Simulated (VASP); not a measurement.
Set up this calculation in VASP 6.6.1, as the native input.

- Task: single point
- Functional: PBE
- Potentials or basis: VASP PAW PBE potentials, release 64 (Ti_sv, Si)
- Cutoff: 520 eV
- k mesh: 8 × 8 × 8
- Occupations: gaussian, width 0.1 eV
- Spin: no spin polarisation
- Dipole correction: no
- Further INCAR settings: ALGO = Normal; EDIFF = 1e-06; NBANDS = 30

The structure of Ti3Si2 lies in POSCAR:

```
Ti3Si2
1.0
    4.5489912186      0.0000000000      0.0000000000
    0.0000000000      4.5489912186      0.0000000000
    0.0000000000      0.0000000000      4.5489912186
Ti Si
3 2
Direct
    0.0000000000      0.5000000000      0.5000000000
    0.5000000000      0.0000000000      0.5000000000
    0.5000000000      0.5000000000      0.0000000000
    0.5000000000      0.5000000000      0.5000000000
    0.0000000000      0.0000000000      0.0000000000
```

One way to write it, as run:

INCAR

```
SYSTEM = Ti3Si2
  ALGO = Normal
  EDIFF = 1E-6
  ENCUT = 520
  GGA = PE
  ISIF = 2
  ISMEAR = 0
  LASPH = .TRUE.
  LCHARG = .TRUE.
  LELF = .TRUE.
  LREAL = .FALSE.
  LVHAR = .TRUE.
  LWAVE = .FALSE.
  NBANDS = 30
  NELM = 60
  PREC = Accurate
  SIGMA = 0.1
```

KPOINTS

```
k-points
0
G
  8 8 8
  0 0 0
```

Potentials or basis: VASP PAW PBE potentials, release 64 (Ti_sv, Si).

The run is started by

```bash
$ cat potpaw_PBE.64/Ti_sv/POTCAR potpaw_PBE.64/Si/POTCAR > POTCAR
$ mpirun -np 1 vasp_std > vasp.out
```

It gave:

```yaml
Pressure: 0.0 GPa
Band_gap_on_the_k_mesh: zero (band 22 reaches 7.42 eV, above the bottom of band 23 at 7.13 eV)
```

Wall time 59 s on 1 thread of Intel Xeon 6975P-C (shared host), peak memory 0.25 GiB.
